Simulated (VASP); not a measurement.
Set up this calculation in VASP 6.6.1, as the native input.

```
Task                   : single point
Functional             : PBE
Potentials or basis    : VASP PAW PBE potentials, release 64 (Ga_d, P)
Cutoff                 : 520 eV
k mesh                 : 4 × 4 × 4
Occupations            : gaussian, width 0.1 eV
Spin                   : no spin polarisation
Dipole correction      : no
Further INCAR settings : ALGO = Normal; EDIFF = 1e-06; NBANDS = 24
```

The structure of GaP4 lies in POSCAR:

```
GaP4
1.0
    2.2981469900     -3.5554279400      0.0000000000
    2.2981469900      3.5554279400      0.0000000000
    0.0000000000      0.0000000000      6.4209498200
Ga P
1 4
Direct
    0.5000000000      0.5000000000      0.0000000000
    0.7953697000      0.2046303000      0.6774049600
    0.2046303000      0.7953697000      0.6774049600
    0.2046303000      0.7953697000      0.3225950400
    0.7953697000      0.2046303000      0.3225950400
```

These files were run (other wordings do the same):

INCAR

```
ALGO = Normal ; EDIFF = 1E-6
ENCUT = 520 ; GGA = PE
ISIF = 2 ; ISMEAR = 0
LASPH = T ; LCHARG = F
LREAL = F ; LWAVE = F
NBANDS = 24 ; NELM = 80
PREC = Accurate ; SIGMA = 0.1
```

KPOINTS

```
k-points
0
Gamma
  4 4 4
```

Potentials or basis: VASP PAW PBE potentials, release 64 (Ga_d, P).

Run with:

```bash
$ cat potpaw_PBE.64/Ga_d/POTCAR potpaw_PBE.64/P/POTCAR > POTCAR
$ mpirun -np 1 vasp_std > vasp.out
```

Results of the run:

```json
{"Pressure": "-3.0 GPa", "Largest force": "0.530 eV/Å"}
```

Caveat: the k points lie up to 0.41 Å⁻¹ apart.

Run time: 21 s on 1 thread of Intel(R) Xeon(R) 6975P-C (Granite Rapids), on a shared host, peak memory 0.22 GiB.
